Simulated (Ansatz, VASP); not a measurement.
Sb in VASP and in Ansatz

```
CELL_PARAMETERS angstrom
3.64795 0.00000 0.00000
0.00000 3.64795 0.00000
0.00000 0.00000 2.37117
ATOMIC_POSITIONS crystal
Sb 0.00000 0.00000 0.00000
```

Alike in both runs: task single point; functional PBE; k mesh 16 × 16 × 16; occupations gaussian, width 0.15 eV; no spin polarisation.

|  | VASP | Ansatz |
| --- | --- | --- |
| version | VASP 6.6.1 | Ansatz 0.2.0 |
| potentials or method | VASP PAW PBE potentials, release 64 (Sb), cutoff 520 eV | scalar-relativistic, plane waves, PAW |
| valence electrons in the cell | 5 | 15 |

VASP gave:

| Quantity | Value |
| --- | --- |
| gap on the k mesh at the Fermi level (eV) | none |
| pressure (GPa) | 25.1 |
| traceless stress, the component that is largest in VASP (GPa) | 50.10 |

Question: What did Ansatz give for the same quantities?

Answer: gap on the k mesh at the Fermi level (eV): none; pressure (GPa): 25.0; traceless stress, the component that is largest in VASP (GPa): 49.86.

A gap of «none» marks a metal or a gap that the smearing closes. VASP's potentials hold 5 valence electrons a cell and Ansatz's 15, so a difference there can come from the potentials and not from the codes.

Spin-orbit coupling is off throughout.
